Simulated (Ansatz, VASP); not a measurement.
## One calculation of BP, two programs

```xyz
2
Lattice="0.0000 2.2601 2.2601 2.2601 0.0000 2.2601 2.2601 2.2601 0.0000" Properties=species:S:1:pos:R:3 pbc="T T T"
B     0.0000    0.0000    0.0000
P     1.1300    1.1300    1.1300
```

Change from the starting cell: volume scaled by 1, PAW files, source ansatz.

Alike in both runs: task single point; functional PBEsol; k mesh 15 × 15 × 15; occupations fermi-dirac, width 0.05 eV; no spin polarisation.

|  | VASP | Ansatz |
| --- | --- | --- |
| version | VASP 6.6.1 | Ansatz 0.2.0 |
| potentials or method | VASP PAW PBE potentials, release 64 (B, P) | PAW with other files of Ansatz's library (source ansatz), scalar-relativistic |
| plane-wave cutoff (eV) | 520 | 710 |
| valence electrons in the cell | 8 | 8 |

|  | VASP | Ansatz | Ansatz less VASP |
| --- | --- | --- | --- |
| pressure (GPa) | 0.1 | 0.0 | -0.13 |

VASP's potentials were made for PBE, not for PBEsol. With one functional, cell and mesh, what is left measures potentials, basis and numerics.
